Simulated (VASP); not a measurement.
# Cd (P6/mmm) in VASP: notebook, part 2 of 2

VASP 6.6.1. Earlier steps stand in the parts before.

## Step 3: Relaxation of shape and atoms at fixed volume, PBE

This run uses another cell than the first one, of 20.10 Å³/atom.

Input file INCAR:

```
ALGO = Normal
EDIFF = 1E-6
EDIFFG = -0.005
ENCUT = 600
GGA = PE
IBRION = 2
ISIF = 4
ISMEAR = -1
LASPH = True
LCHARG = False
LREAL = False
LWAVE = False
NELM = 60
NSW = 50
PREC = Accurate
SIGMA = 0.08
```

Input file KPOINTS:

```
k-points
0
Gamma
  7 7 10
```

Input file POSCAR:

```
Cd
1.0
    4.8702734127      0.0000000000      0.0000000000
   -2.4351367064      4.2177804988      0.0000000000
    0.0000000000      0.0000000000      2.9357571114
Cd
3
Direct
    0.0000000000      0.0000000000      0.0000000000
    0.3333333333      0.6666666667      0.5000000000
    0.6666666667      0.3333333333      0.5000000000
```

Potentials or basis: VASP PAW PBE potentials, release 64 (Cd).

Started as:

```bash
cat potpaw_PBE.64/Cd/POTCAR > POTCAR
mpirun -np 1 vasp_std > vasp.out
```

OUTCAR:

```text
EDIFF = 1E-6
   EDIFFG = -0.005
   ENCUT = 600
   GGA = PE
   IBRION = 2
   ISIF = 4
   ISMEAR = -1
   LASPH = True
   LREAL = False
   NELM = 60
   NSW = 50
   PREC = Accurate

 ion  position               nearest neighbor table
   1  0.000  0.000  0.000-   2 3.17   3 3.17   2 3.17   3 3.17   3 3.17   3 3.17   2 3.17   2 3.17
                             3 3.17   3 3.17   2 3.17   2 3.17
   2  0.333  0.667  0.500-   3 2.81   3 2.81   3 2.81   1 3.17   1 3.17   1 3.17   1 3.17   1 3.17
                             1 3.17
   3  0.667  0.333  0.500-   2 2.81   2 2.81   2 2.81   1 3.17   1 3.17   1 3.17   1 3.17   1 3.17
                             1 3.17

  LATTYP: Found a hexagonal cell.
 ALAT       =     4.8702734127
 C/A-ratio  =     0.6027910268

  Lattice vectors:

 A1 = (   4.8702734127,   0.0000000000,   0.0000000000)
 A2 = (  -2.4351367064,   4.2177804988,   0.0000000000)
 A3 = (   0.0000000000,   0.0000000000,   2.9357571114)

Analysis of symmetry for initial positions (statically):
=====================================================================
 Subroutine PRICEL returns:
 Original cell was already a primitive cell.

[... 178 lines left out ...]
  --------------------------------------------------------------------------------------
  -------------------------------------------------------------------------------------
  Total        3.8639986      3.8639986      3.6424100     -0.0000000     -0.0000000      0.0000000
  in kB      102.6573635    102.6573635     96.7702758     -0.0000000     -0.0000000      0.0000000
  external PRESSURE =     100.6950009 kB  Pullay stress =       0.0000000 kB
[... 98 lines left out ...]
--------------------------------------- Ionic step        4  -------------------------------------------

 number of electron      35.9999996 magnetization

 Free energy of the ion-electron system (eV)
  ---------------------------------------------------
  ext. energy  EPLUGINS =         0.00000000
  ---------------------------------------------------
  free energy    TOTEN  =        -1.79052191 eV

  energy without entropy =       -1.76897983  energy(sigma->0) =       -1.77975087

 E-fermi :   3.5996     XC(G=0): -11.4240

 val. band max:        3.5358408155   @ k =   0.2857   0.1429   0.5000
 cond. band min:       3.6077003840   @ k =   0.2857   0.1429   0.4000
 fundamental gap:      0.0718595685
 Fermi energy:         3.5996115535

 k-point     1 :       0.0000    0.0000    0.0000
  band No.  band energies     occupation
      1      -6.7848      2.00000
      2      -6.1505      2.00000
      3      -6.1164      2.00000
      4      -5.9364      2.00000
      5      -5.9187      2.00000
      6      -5.9187      2.00000
[... 589 lines left out ...]
     21       9.6316      0.00000
     22      10.0980      0.00000

 [... further k-points ...]

------------------------ aborting loop because EDIFF is reached ----------------------------------------

  FORCE on cell =-STRESS in cart. coord.  units (eV):
  Direction    XX          YY          ZZ          XY          YZ          ZX
  --------------------------------------------------------------------------------------
  -------------------------------------------------------------------------------------
  Total        3.7836268      3.7836268      3.7770206     -0.0000000     -0.0000000      0.0000000
  in kB      100.5220726    100.5220726    100.3465610     -0.0000000     -0.0000000      0.0000000
  external PRESSURE =     100.4635687 kB  Pullay stress =       0.0000000 kB
[... 18 lines left out ...]
  FREE ENERGIE OF THE ION-ELECTRON SYSTEM (eV)
  ---------------------------------------------------
  free  energy   TOTEN  =        -1.7905219106 eV

  energy  without entropy=       -1.7689798315  energy(sigma->0) =       -1.77975087

 reached required accuracy - stopping structural energy minimisation
```

OSZICAR:

```text
N       E                     dE             d eps       ncg     rms          rms(c)
DAV:   1     0.316464171101E+03    0.31646E+03   -0.21816E+04  2128   0.188E+03
DAV:   2     0.600526058175E+01   -0.31046E+03   -0.30113E+03  2172   0.459E+02
DAV:   3    -0.194846487288E+01   -0.79537E+01   -0.79217E+01  2382   0.872E+01
[... 24 lines left out ...]
DAV:   1    -0.179086042730E+01   -0.34899E-03   -0.17309E-02  2304   0.109E+00    0.928E-02
DAV:   2    -0.179063278715E+01    0.22764E-03   -0.14225E-04  2184   0.174E-01    0.531E-02
DAV:   3    -0.179052010974E+01    0.11268E-03   -0.18505E-04  2208   0.138E-01    0.163E-02
DAV:   4    -0.179052190119E+01   -0.17914E-05   -0.18954E-05  2236   0.570E-02    0.125E-02
DAV:   5    -0.179052191059E+01   -0.94010E-08   -0.10215E-07  1128   0.620E-03
   4 F= -.17905219E+01 E0= -.17797509E+01  d E =-.887665E-03
```

Wall time 47 s (1 thread of Intel Xeon 6975P-C (Granite Rapids), shared host); peak memory 0.22 GiB.

What came out:

```yaml
Free_energy: -1.7905 eV
Energy_gained_by_relaxing: 0.3 meV/atom
Ionic_steps: 4
Pressure_after_relaxing: 10.0 GPa
Band_gap_on_the_k_mesh: zero (bands 18 and 19 overlap by 4.46 eV)
```

Step by step:
```csv
step,energy change (eV),largest force (eV/Å),pressure (GPa),volume (Å³)
1,0.0000,0.0000,10.07,60.31
2,-0.0005,0.0000,10.08,60.31
3,-0.0009,0.0000,10.05,60.31
4,-0.0009,0.0000,10.05,60.31
```

Final structure:
```xyz
3
Lattice="4.8885 0.0000 0.0000 -2.4442 4.2335 0.0000 0.0000 0.0000 2.9139" Properties=species:S:1:pos:R:3 pbc="T T T"
Cd    0.0000    0.0000    0.0000
Cd    0.0000    2.8224    1.4570
Cd    2.4442    1.4112    1.4570
```
